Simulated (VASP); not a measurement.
Here is a VASP 6.6.1 calculation.

The input INCAR:

```
SYSTEM = CdO
AGGAC = 1.0
AGGAX = 1.0
ALDAC = 0.0
ALDAX = 1.0
ALGO = Normal
EDIFF = 1E-6
ENCUT = 700
GGA = B5
GGA_COMPAT = .FALSE.
ISIF = 2
ISMEAR = -1
LASPH = .TRUE.
LCHARG = .TRUE.
LELF = .TRUE.
LREAL = .FALSE.
LVHAR = .TRUE.
LWAVE = .FALSE.
NBANDS = 20
NELM = 120
PREC = Accurate
SIGMA = 0.05
```

Contents of KPOINTS:

```
k-points
0
G
  10 10 10
  0 0 0
```

Contents of POSCAR:

```
CdO
1.0
    0.0000000000      2.3650600561      2.3650600561
    2.3650600561      0.0000000000      2.3650600561
    2.3650600561      2.3650600561      0.0000000000
Cd O
1 1
Direct
    0.0000000000      0.0000000000      0.0000000000
    0.5000000000      0.5000000000      0.5000000000
```

Potentials or basis: VASP PAW PBE potentials, release 64 (Cd_sv_GW, O).

Run with:

```sh
$ cat potpaw_PBE.64/Cd_sv_GW/POTCAR potpaw_PBE.64/O/POTCAR > POTCAR
$ mpirun -np 1 vasp_std > vasp.out
```

Task: Estimate the band gap on the k mesh.

Result: Zero (bands 13 and 14 overlap by 0.30 eV).

Task: What does it give for the pressure?

Result: 8.5 GPa.

Caveat: the cell stands under pressure; semilocal functionals underestimate gaps, and a narrow one can read as zero; the PAW data sets were made with another functional, which shifts forces and pressure a little.
